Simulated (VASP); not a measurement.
Set up this calculation in VASP 6.6.1, as the native input.

* Task: single point
* Functional: PBEsol
* Potentials or basis: VASP PAW PBE potentials, release 64 (Be)
* Cutoff: 520 eV
* k mesh: 10 × 10 × 16
* Occupations: gaussian, width 0.1 eV
* Spin: no spin polarisation
* Dipole correction: no
* Further INCAR settings: ALGO = Fast; EDIFF = 1e-06; NBANDS = 12

The structure of Be lies in POSCAR:

```
Be
1.0
    3.6203590275      0.0000000000      0.0000000000
    0.0000000000      3.6203590275      0.0000000000
    0.0000000000      0.0000000000      2.1700676000
Be
4
Direct
    0.3020737044      0.3039149263      0.0000000000
    0.6979262956      0.6960850737      0.0000000000
    0.1960850737      0.8020737044      0.5000000000
    0.8039149263      0.1979262956      0.5000000000
```

This cell differs from its parent crystal: strained and its atoms moved.

These files were run (other wordings do the same):

INCAR

```
PREC = Accurate ; ENCUT = 520
EDIFF = 1E-6 ; ISMEAR = 0
SIGMA = 0.1 ; LREAL = False
LASPH = True ; NELM = 60
ALGO = Fast ; ISIF = 2
LWAVE = False ; LCHARG = False
GGA = PS ; NBANDS = 12
```

KPOINTS

```
Automatic mesh
0
Gamma
  10 10 16
```

Potentials or basis: VASP PAW PBE potentials, release 64 (Be).

Command:

```console
$ cat potpaw_PBE.64/Be/POTCAR > POTCAR
$ mpirun -np 1 vasp_std > vasp.out
```

It gave:

The pressure is 16.9 GPa. The largest force is 0.335 eV/Å. The band gap on the k mesh is zero (bands 4 and 5 overlap by 2.22 eV).

Caveat: the cell differs from its parent crystal (strained and its atoms moved); the cell stands under pressure; the PAW data sets were made with another functional, which shifts forces and pressure a little.

It took 19 s on 1 thread of Intel(R) Xeon(R) 6975P-C (Granite Rapids), on a shared host, peak memory 0.18 GiB.
